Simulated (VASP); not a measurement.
A run of VASP 6.6.1:

Contents of INCAR:

```
SYSTEM = LaIn
PREC = Accurate ; ENCUT = 520
EDIFF = 1E-6 ; ISMEAR = 0
SIGMA = 0.05 ; LREAL = .FALSE.
LASPH = .TRUE. ; NELM = 60
ALGO = Normal ; ISIF = 2
LWAVE = .FALSE. ; LCHARG = .FALSE.
GGA = PS ; NBANDS = 19
```

Contents of KPOINTS:

```
Automatic mesh
0
G
  8 8 8
  0 0 0
```

The input POSCAR:

```
LaIn
1.0
    3.8769688117      0.0000000000      0.0000000000
    0.0000000000      3.8769688117      0.0000000000
    0.0000000000      0.0000000000      3.8769688117
La In
1 1
Direct
    0.0000000000      0.0000000000      0.0000000000
    0.5000000000      0.5000000000      0.5000000000
```

Potentials or basis: VASP PAW PBE potentials, release 64 (La, In_d).

Command:

```sh
$ cat potpaw_PBE.64/La/POTCAR potpaw_PBE.64/In_d/POTCAR > POTCAR
$ mpirun -np 1 vasp_std > vasp.out
```

Hardware: 1 thread of Intel(R) Xeon(R) 6975P-C (Granite Rapids), with other jobs on the host.

Problem. How long does it take, and how much memory?

Solution. Wall time 21 s on 1 thread of Intel(R) Xeon(R) 6975P-C (Granite Rapids) (shared host), peak memory 0.21 GiB. Counts: scf iterations 15, k points 35.
